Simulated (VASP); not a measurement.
Write the native input for VASP 6.6.1 that does the following.

```yaml
Task: single point
Functional: LDA
Potentials_or_basis: VASP PAW LDA potentials, release 64 (W_sv, S)
Cutoff: 520 eV
k_mesh: 10 × 10 × 10
Occupations: fermi-dirac, width 0.05 eV
Spin: no spin polarisation
Dipole_correction: no
Further_INCAR_settings: ALGO = Normal; EDIFF = 1e-06; NBANDS = 20
```

The structure of WS2 (Tungstenite) lies in POSCAR:

```
WS2
1.0
    1.5684023653      0.9055175278      6.1219674337
   -1.5684023653      0.9055175278      6.1219674337
    0.0000000000     -1.8110350555      6.1219674337
W S
1 2
Direct
    0.0000000000      0.0000000000      0.0000000000
    0.5810000000      0.5810000000      0.5810000000
    0.7503000000      0.7503000000      0.7503000000
```

This cell differs from its parent crystal: volume scaled by 0.98.

The input as run:

INCAR

```
PREC = Accurate
ENCUT = 520
EDIFF = 1E-6
ISMEAR = -1
SIGMA = 0.05
LREAL = False
LASPH = True
NELM = 100
ALGO = Normal
ISIF = 2
LWAVE = False
LCHARG = False
NBANDS = 20
```

KPOINTS

```
regular mesh
0
Gamma
  10 10 10
```

Potentials or basis: VASP PAW LDA potentials, release 64 (W_sv, S).

Command:

```bash
$ cat potpaw_LDA.64/W_sv/POTCAR potpaw_LDA.64/S/POTCAR > POTCAR
$ mpirun -np 1 vasp_std > vasp.out
```

Results of the run:

```json
{
 "Pressure": "0.2 GPa",
 "Largest force": "0.616 eV/Å",
 "Band gap on the k mesh": "0.97 eV, indirect (least direct gap 2.29 eV)"
}
```

Caveat: spin-orbit coupling is left out, which moves the levels of the heavy elements.

Run time: 3.6 min on 1 thread of Intel(R) Xeon(R) Platinum 8259CL CPU @ 2.50GHz (Skylake/Cascade Lake) (shared host), peak memory 0.32 GiB.
